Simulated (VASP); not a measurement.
# Au in VASP: further runs

Runs on Au. Level: PBEsol. Tasks: single point.

Everything below comes from runs of VASP 6.6.1. Logs are shortened: lines on timing, memory, paths and dates and some standing lists are left out, and cuts for length are marked.

## (1) The cell of the first run

It takes space group I4/mmm (No. 139, tetragonal). The conventional cell has a = 3.315 Å, b = 3.315 Å, c = 3.397 Å, α = 90.00°, β = 90.00°, γ = 90.00°. Au (site symmetry 4/mmm) has 14 Au at 2.89 to 3.40 Å within 3.8 Å.

## (2) Single point, PBEsol (strain +0.000 along x and y, +0.025 along z)

The input, INCAR:

```
SYSTEM = Au
PREC     = Accurate       ! precision mode
ENCUT    = 520            ! plane-wave cutoff, eV
EDIFF    = 1E-6           ! SCF threshold, eV
ISMEAR   = 0              ! smearing method
SIGMA    = 0.15           ! smearing width, eV
LREAL    = .False.        ! projectors in reciprocal space
LASPH    = .True.         ! aspherical terms in the spheres
NELM     = 100            ! most SCF steps
ALGO     = Normal         ! electronic algorithm
ISIF     = 2              ! what is computed and relaxed
LWAVE    = .False.        ! write WAVECAR
LCHARG   = .False.        ! write CHGCAR
GGA      = PS             ! functional
NBANDS   = 12             ! bands
```

The input, KPOINTS:

```
Automatic mesh
0
Gamma
  20 20 20
  0 0 0
```

The input, POSCAR:

```
Au
1.0
   -1.6572690000      1.6572690000      1.6987007250
    1.6572690000     -1.6572690000      1.6987007250
    1.6572690000      1.6572690000     -1.6987007250
Au
1
Direct
    0.0000000000      0.0000000000      0.0000000000
```

Potentials or basis: VASP PAW PBE potentials, release 64 (Au).

Started as:

```bash
cat potpaw_PBE.64/Au/POTCAR > POTCAR
mpirun -np 1 vasp_std > vasp.out
```

OUTCAR:

```text
SYSTEM = Au
   PREC = Accurate
   ENCUT = 520
   EDIFF = 1E-6
   ISMEAR = 0
   LREAL = .False.
   LASPH = .True.
   NELM = 100
   ISIF = 2
   GGA = PS

 ion  position               nearest neighbor table
   1  0.000  0.000  0.000-

  LATTYP: Found a body centered tetragonal cell.
 ALAT       =     3.3145380000
 C/A-ratio  =     1.0250000000

  Lattice vectors:

 A1 = (  -1.6572690000,   1.6572690000,   1.6987007250)
 A2 = (   1.6572690000,  -1.6572690000,   1.6987007250)
 A3 = (   1.6572690000,   1.6572690000,  -1.6987007250)

Analysis of symmetry for initial positions (statically):
=====================================================================
 Subroutine PRICEL returns:
 Original cell was already a primitive cell.

 Routine SETGRP: Setting up the symmetry group for a
 body centered tetragonal supercell.

 Subroutine GETGRP returns: Found 16 space group operations
 (whereof 16 operations were pure point group operations)
 out of a pool of 16 trial point group operations.

The static configuration has the point symmetry D_4h.

Analysis of symmetry for dynamics (positions and initial velocities):
=====================================================================
 Subroutine PRICEL returns:
 Original cell was already a primitive cell.

 Routine SETGRP: Setting up the symmetry group for a
 body centered tetragonal supercell.

 Subroutine GETGRP returns: Found 16 space group operations
 (whereof 16 operations were pure point group operations)
 out of a pool of 16 trial point group operations.

The dynamic configuration has the point symmetry D_4h.

 Subroutine INISYM returns: Found 16 space group operations
 (whereof 16 operations are pure point group operations),
 and found     1 'primitive' translations

----------------------------------------------------------------------------------------

                                     Primitive cell

  volume of cell :      18.6622

  direct lattice vectors                    reciprocal lattice vectors
    -1.657269000  1.657269000  1.698700725     0.000000000  0.301701172  0.294342607
     1.657269000 -1.657269000  1.698700725     0.301701172  0.000000000  0.294342607
     1.657269000  1.657269000 -1.698700725     0.301701172  0.301701172  0.000000000

  length of vectors
     2.894592412  2.894592412  2.894592412     0.421498716  0.421498716  0.426669890

  position of ions in fractional coordinates (direct lattice)
     0.000000000  0.000000000  0.000000000

  ion indices of the primitive-cell ions
   primitive index   ion index
                 1           1

----------------------------------------------------------------------------------------

 KPOINTS: Automatic mesh

Automatic generation of k-mesh.
 Grid dimensions read from file:
 generate k-points for:   20   20   20

 Generating k-lattice:

  Cartesian coordinates                     Fractional coordinates (reciprocal lattice)
     0.000000000  0.015085059  0.014717130     0.050000000  0.000000000  0.000000000
     0.015085059  0.000000000  0.014717130     0.000000000  0.050000000  0.000000000
     0.015085059  0.015085059  0.000000000     0.000000000  0.000000000  0.050000000

  Length of vectors
     0.021074936  0.021074936  0.021333494

  Shift w.r.t. Gamma in fractional coordinates (k-lattice)
     0.000000000  0.000000000  0.000000000

 Subroutine IBZKPT returns following result:
 ===========================================

 Found    641 irreducible k-points:

 Following reciprocal coordinates:
            Coordinates               Weight
  0.000000  0.000000  0.000000      1.000000
  0.050000  0.000000  0.000000      8.000000
  0.100000  0.000000  0.000000      8.000000
  0.150000  0.000000 -0.000000      8.000000
  0.200000  0.000000  0.000000      8.000000
  0.250000  0.000000  0.000000      8.000000
[... 16 lines left out ...]
 -0.400000  0.050000  0.000000     16.000000
 -0.350000  0.050000  0.000000     16.000000
 [... further k-points ...]
   k-points           NKPTS =    641   k-points in BZ     NKDIM =    641   number of bands    NBANDS=     12
   number of dos      NEDOS =    301   number of ions     NIONS =      1
   total plane-waves  NPLWV =  13824
   dimension x,y,z NGX =    24 NGY =   24 NGZ =   24
   dimension x,y,z NGXF=    48 NGYF=   48 NGZF=   48
   ions per type =               1
   NGX,Y,Z   is equivalent  to a cutoff of  13.78, 13.78, 13.78 a.u.
   NGXF,Y,Z  is equivalent  to a cutoff of  27.57, 27.57, 27.57 a.u.
 SYSTEM =  Au
   PREC   = accura    normal or accurate (medium, high low for compatibility)
   ISTART =      0    job   : 0-new  1-cont  2-samecut
   ICHARG =      2    charge: 1-file 2-atom 10-const
   ISPIN  =      1    spin polarized calculation?
   LNONCOLLINEAR =      F non collinear calculations
   LSORBIT =      F    spin-orbit coupling
   LASPH  =      T    aspherical Exc in radial PAW
   ENCUT  =  520.0 eV  38.22 Ry    6.18 a.u.   5.38  5.38  5.38*2*pi/ulx,y,z
   NELM   =    100;   NELMIN=  2; NELMDL= -5     # of ELM steps
   EDIFF  = 0.1E-05   stopping-criterion for ELM
   LREAL  =      F    real-space projection
   EDIFFG = 0.1E-04   stopping-criterion for IOM
   NSW    =      0    number of steps for IOM
   IBRION =     -1    ionic relax: 0-MD 1-quasi-New 2-CG
   NFREE  =      0    steps in history (QN), initial steepest desc. (CG)
   ISIF   =      2    stress and relaxation
   ISYM   =      2    0-nonsym 1-usesym 2-fastsym
   POTIM  = 0.5000    time-step for ionic-motion
   TEBEG  =    0.0;   TEEND  =   0.0 temperature during run
   PSTRESS=    0.0 pullay stress
   NELECT =      11.0000    total number of electrons
   NUPDOWN=      -1.0000    fix difference up-down
   EMIN   =  10.00;   EMAX   =-10.00  energy-range for DOS
   EFERMI =   0.00;   METHOD = LEGACY
   ISMEAR =     0;   SIGMA  =   0.15  broadening in eV -4-tet -1-fermi 0-gaus
   EFERMI_NEDOS =   21; number of points for ismear=-14 and -15
   IALGO  =     38    algorithm
   IMIX   =      4    mixing-type and parameters
     AMIX     =   0.40;   BMIX     =  1.00
     AMIX_MAG =   1.60;   BMIX_MAG =  1.00
  volume/ion in A,a.u.               =      18.66       125.94
  Fermi-wavevector in a.u.,A,eV,Ry     =   1.372624  2.593882 25.634673  1.884095
  Thomas-Fermi vector in A             =   2.498214
   LORBIT       =      0    0 simple, 1 ext, 2 COOP (PROOUT), +10 PAW based schemes
   GGA     = PS    functional components
   LHFCALC =     F    Hartree Fock is set to
   AEXX    =    0.0000 exact exchange contribution
   IVDW    =     0    specifies the selected vdW correction
   LEPSILON=     F    determine dielectric tensor
   LRPA    =     F    only Hartree local field effects (RPA)
 non-spin polarized calculation
 Gauss-broadening in eV      SIGMA  =   0.15
  energy-cutoff  :      520.00
  volume of cell :       18.66
 maximum number of plane-waves:       531
 NGX is ok and might be reduce to    24
   NGX = 11   NGY = 11   NGZ = 11

 number of electron      11.0000000 magnetization

 Free energy of the ion-electron system (eV)
  ---------------------------------------------------
  ext. energy  EPLUGINS =         0.00000000
  ---------------------------------------------------
  free energy    TOTEN  =        -3.83647445 eV

  energy without entropy =       -3.83296930  energy(sigma->0) =       -3.83472188

 E-fermi :   7.8651     XC(G=0): -12.3549

 val. band max:        7.8390121114   @ k =  -0.2000   0.4000   0.2000
 cond. band min:       7.8677177282   @ k =   0.5000   0.4000   0.0500
 fundamental gap:      0.0287056167
 Fermi energy:         7.8650560777

 k-point     1 :       0.0000    0.0000    0.0000
  band No.  band energies     occupation
      1      -1.1490      2.00000
      2       3.4084      2.00000
      3       3.4084      2.00000
      4       3.5466      2.00000
      5       5.0529      2.00000
      6       5.2112      2.00000
      7      24.0237      0.00000
      8      24.4218      0.00000
      9      24.4218      0.00000
     10      30.0564      0.00000
     11      30.7726      0.00000
     12      30.7726      0.00000

 k-point     2 :       0.0500    0.0000    0.0000
  band No.  band energies     occupation
      1      -1.0643      2.00000
      2       3.4122      2.00000
      3       3.4150      2.00000
      4       3.5721      2.00000
      5       5.0311      2.00000
      6       5.2030      2.00000
      7      24.0273      0.00000
      8      24.3956      0.00000
      9      24.5222      0.00000
     10      29.1912      0.00000
     11      29.7543      0.00000
     12      30.4325      0.00000

 k-point     3 :       0.1000    0.0000    0.0000
  band No.  band energies     occupation
      1      -0.8150      2.00000
      2       3.3707      2.00000
      3       3.4218      2.00000
      4       3.7132      2.00000
      5       4.9670      2.00000
      6       5.1905      2.00000
      7      23.8522      0.00000
      8      24.2648      0.00000
      9      24.8159      0.00000
     10      27.9265      0.00000
     11      28.5044      0.00000
     12      29.5293      0.00000
[... 286 lines left out ...]
 k-point    23 :      -0.4000    0.0500    0.0000
  band No.  band energies     occupation
      1       1.3885      2.00000
      2       2.6991      2.00000
      3       4.6565      2.00000
      4       5.0774      2.00000
      5       5.3706      2.00000
      6       6.1545      2.00000
      7      14.1042      0.00000
      8      20.7887      0.00000
      9      22.1266      0.00000
     10      28.0537      0.00000
     11      28.5962      0.00000
     12      30.4046      0.00000

 k-point    24 :      -0.3500    0.0500    0.0000
  band No.  band energies     occupation
      1       1.2560      2.00000
      2       2.8066      2.00000
      3       4.1194      2.00000
      4       4.8614      2.00000
      5       5.2800      2.00000
      6       5.6011      2.00000
      7      16.0557      0.00000
      8      21.3702      0.00000
      9      23.0686      0.00000
     10      27.4971      0.00000
     11      28.2949      0.00000
     12      30.0222      0.00000

 [... further k-points ...]
[... 5 lines left out ...]
  --------------------------------------------------------------------------------------
  -------------------------------------------------------------------------------------
  Total       -1.4283556     -1.4283556     -1.4103951      0.0000000     -0.0000000      0.0000000
  in kB     -122.6264236   -122.6264236   -121.0844850      0.0000000     -0.0000000      0.0000000
  external PRESSURE =    -122.1124441 kB  Pullay stress =       0.0000000 kB

 VOLUME and BASIS-vectors are now :
 -----------------------------------------------------------------------------
  energy-cutoff  :      520.00
  volume of cell :       18.66
      direct lattice vectors                 reciprocal lattice vectors
    -1.657269000  1.657269000  1.698700725     0.000000000  0.301701172  0.294342607
     1.657269000 -1.657269000  1.698700725     0.301701172  0.000000000  0.294342607
     1.657269000  1.657269000 -1.698700725     0.301701172  0.301701172  0.000000000

 POSITION                                       TOTAL-FORCE (eV/Angst)
 -----------------------------------------------------------------------------------
      0.00000      0.00000      0.00000        -0.000000      0.000000      0.000000
 -----------------------------------------------------------------------------------
    total drift:                                0.000000      0.000000     -0.000000

  FREE ENERGIE OF THE ION-ELECTRON SYSTEM (eV)
  ---------------------------------------------------
  free  energy   TOTEN  =        -3.8364744496 eV

  energy  without entropy=       -3.8329693033  energy(sigma->0) =       -3.83472188
```

Wall time 1.9 min (1 thread of Intel Xeon 8259CL, shared host); peak memory 0.26 GiB.

What came out:

```
Free energy            : -3.8365 eV
Pressure               : -12.2 GPa
Band gap on the k mesh : zero (an odd number of electrons rules out a gap without spin polarisation)
```

Levels at points of the mesh, in eV from the Fermi level:
```tsv
k point	band 4	band 5	band 6	band 7	band 8	band 9
(0.00, 0.00, 0.00)	-4.32	-2.81	-2.65	16.16	16.56	16.56
(0.50, 0.00, 0.00)	-2.57	-1.43	-0.38	2.96	12.36	13.40
(0.50, 0.50, 0.00)	-2.51	-1.40	-0.25	3.15	12.00	12.86
(0.50, 0.50, 0.50)	-1.73	-1.73	5.69	6.36	6.36	8.59
```

Caveat: the cell differs from its parent crystal (strain +0.000 along x and y, +0.025 along z); the cell stands under tension; the PAW data sets were made with another functional, which shifts forces and pressure a little; spin-orbit coupling is left out, which moves the levels of the heavy elements.

## (3) Single point, PBEsol (strain +0.025 along x and y, -0.025 along z)

The input, INCAR:

```
SYSTEM = Au
PREC     = Accurate       ! precision mode
ENCUT    = 520            ! plane-wave cutoff, eV
EDIFF    = 1E-7           ! SCF threshold, eV
ISMEAR   = 0              ! smearing method
SIGMA    = 0.15           ! smearing width, eV
LREAL    = .False.        ! projectors in reciprocal space
LASPH    = .True.         ! aspherical terms in the spheres
NELM     = 100            ! most SCF steps
ALGO     = Fast           ! electronic algorithm
ISIF     = 2              ! what is computed and relaxed
LWAVE    = .False.        ! write WAVECAR
LCHARG   = .True.         ! write CHGCAR
GGA      = PS             ! functional
LELF     = .True.         ! ELF
LVHAR    = .True.       
NBANDS   = 12             ! bands
```

KPOINTS is that of step 2.

The input, POSCAR:

```
Au
1.0
   -1.6987007250      1.6987007250      1.6158372750
    1.6987007250     -1.6987007250      1.6158372750
    1.6987007250      1.6987007250     -1.6158372750
Au
1
Direct
    0.0000000000      0.0000000000      0.0000000000
```

Potentials or basis: VASP PAW PBE potentials, release 64 (Au).

Started as:

```bash
cat potpaw_PBE.64/Au/POTCAR > POTCAR
mpirun -np 1 vasp_std > vasp.out
```

OUTCAR:

```text
SYSTEM = Au
   PREC = Accurate
   ENCUT = 520
   EDIFF = 1E-7
   ISMEAR = 0
   LREAL = .False.
   LASPH = .True.
   NELM = 100
   ISIF = 2
   GGA = PS

 ion  position               nearest neighbor table
   1  0.000  0.000  0.000-

  LATTYP: Found a body centered tetragonal cell.
 ALAT       =     3.3974014500
 C/A-ratio  =     0.9512195122

  Lattice vectors:

 A1 = (  -1.6987007250,   1.6987007250,   1.6158372750)
 A2 = (   1.6987007250,  -1.6987007250,   1.6158372750)
 A3 = (   1.6987007250,   1.6987007250,  -1.6158372750)
[... 532 lines left out ...]
      4       5.0238      2.00000
      5       5.2449      2.00000
      6       5.6249      2.00000
      7      16.4798      0.00000
      8      21.0788      0.00000
      9      22.5838      0.00000
     10      27.1659      0.00000
     11      27.8672      0.00000
     12      31.0198      0.00000

 [... further k-points ...]
[... 5 lines left out ...]
  --------------------------------------------------------------------------------------
  -------------------------------------------------------------------------------------
  Total       -1.3863609     -1.3863609     -1.4561096      0.0000000      0.0000000      0.0000000
  in kB     -119.0955443   -119.0955443   -125.0873218      0.0000000      0.0000000      0.0000000
  external PRESSURE =    -121.0928035 kB  Pullay stress =       0.0000000 kB

 VOLUME and BASIS-vectors are now :
 -----------------------------------------------------------------------------
  energy-cutoff  :      520.00
  volume of cell :       18.65
      direct lattice vectors                 reciprocal lattice vectors
    -1.698700725  1.698700725  1.615837275     0.000000000  0.294342607  0.309437100
     1.698700725 -1.698700725  1.615837275     0.294342607  0.000000000  0.309437100
     1.698700725  1.698700725 -1.615837275     0.294342607  0.294342607  0.000000000

 POSITION                                       TOTAL-FORCE (eV/Angst)
 -----------------------------------------------------------------------------------
      0.00000      0.00000      0.00000         0.000000      0.000000      0.000000
 -----------------------------------------------------------------------------------
    total drift:                                0.000000      0.000000     -0.000000

  FREE ENERGIE OF THE ION-ELECTRON SYSTEM (eV)
  ---------------------------------------------------
  free  energy   TOTEN  =        -3.8380275615 eV

  energy  without entropy=       -3.8339670847  energy(sigma->0) =       -3.83599732
```

It took 2.3 min on 1 thread of Intel Xeon 8259CL, shared host; peak memory 0.26 GiB.

What came out:

```yaml
Free_energy: -3.8380 eV
Pressure: -12.1 GPa
Band_gap_on_the_k_mesh: zero (an odd number of electrons rules out a gap without spin polarisation)
```

Stress tensor (GPa, compression positive):
```
-11.91   0.00   0.00
  0.00 -11.91   0.00
  0.00   0.00 -12.51
```

Levels at points of the mesh, in eV from the Fermi level:
```tsv
k point	band 4	band 5	band 6	band 7	band 8	band 9
(0.00, 0.00, 0.00)	-4.32	-2.94	-2.59	16.11	16.11	17.01
(0.50, 0.00, 0.00)	-2.44	-1.43	-0.26	3.15	11.99	12.85
(0.50, 0.50, 0.00)	-2.68	-1.48	-0.53	2.76	12.73	13.96
(0.50, 0.50, 0.50)	-1.79	-1.70	5.67	5.67	7.07	8.51
```

Caveat: the cell differs from its parent crystal (strain +0.025 along x and y, -0.025 along z); the cell stands under tension; the PAW data sets were made with another functional, which shifts forces and pressure a little; spin-orbit coupling is left out, which moves the levels of the heavy elements.

## (4) Single point, PBEsol (strain -0.050 along x and y, -0.050 along z)

The input, INCAR:

```
SYSTEM = Au
ALGO = Normal
EDIFF = 1E-6
ENCUT = 520
GGA = PS
ISIF = 2
ISMEAR = 0
LASPH = .True.
LCHARG = .True.
LELF = .True.
LREAL = .False.
LVHAR = .True.
LWAVE = .False.
NBANDS = 12
NELM = 100
PREC = Accurate
SIGMA = 0.15
```

The input, KPOINTS:

```
k-points
0
Gamma
  20 20 20
  0 0 0
```

The input, POSCAR:

```
Au
1.0
   -1.5744055500      1.5744055500      1.5744055500
    1.5744055500     -1.5744055500      1.5744055500
    1.5744055500      1.5744055500     -1.5744055500
Au
1
Direct
    0.0000000000      0.0000000000      0.0000000000
```

Started as:

```bash
cat potpaw_PBE.64/Au/POTCAR > POTCAR
mpirun -np 1 vasp_std > vasp.out
```

It took 26 s on 1 thread of Intel Xeon 8259CL, shared host; peak memory 0.16 GiB.

It converged, with:

```yaml
Free_energy: -3.8266 eV
Pressure: 19.3 GPa
Band_gap_on_the_k_mesh: zero (an odd number of electrons rules out a gap without spin polarisation)
```

Levels at points of the mesh, in eV from the Fermi level:
```tsv
k point	band 2	band 3	band 4	band 5	band 6	band 7	band 8	band 9	band 10	band 11
(0.00, 0.00, 0.00)	-5.38	-5.38	-5.38	-3.14	-3.14	16.47	16.47	16.47	25.98	25.99
(0.50, 0.00, 0.00)	-6.66	-3.29	-2.87	-1.30	-1.09	4.13	12.36	14.53	23.22	23.41
(0.50, 0.50, 0.50)	-7.70	-1.76	-1.76	-1.76	6.35	6.35	6.35	10.82	17.05	17.05
```

Caveat: the cell differs from its parent crystal (strain -0.050 along x and y, -0.050 along z); the cell stands under pressure; the PAW data sets were made with another functional, which shifts forces and pressure a little; spin-orbit coupling is left out, which moves the levels of the heavy elements.

(Part 1 of 2 ends here.)
